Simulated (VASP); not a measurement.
The system is GaAs.

```
CELL_PARAMETERS angstrom
0.00000 2.83309 2.83309
2.83309 0.00000 2.83309
2.83309 2.83309 0.00000
ATOMIC_POSITIONS crystal
Ga 0.00000 0.00000 0.00000
As 0.25000 0.25000 0.25000
```

Base run:

- Program: VASP 6.6.1
- Functional: r2SCAN
- Potentials or basis: VASP PAW PBE potentials, release 64 (Ga_d, As)
- Cutoff: 520 eV
- k mesh: 8 × 8 × 8
- Occupations: gaussian, width 0.01 eV
- Spin: no spin polarisation

Its results: band gap on the k mesh 0.94 eV, direct; pressure 0.1 GPa.

Q: The run is repeated on the same cell with these changes: functional from r2SCAN to LDA; potentials or basis from VASP PAW PBE potentials, release 64 (Ga_d, As) to VASP PAW LDA potentials, release 64 (Ga_d, As). What comes out?

A: Band gap on the k mesh 0.28 eV, direct; pressure -2.1 GPa.

Caveats: the PAW data sets were made with another functional, which shifts forces and pressure a little (some runs).

A k mesh can miss the band edges.
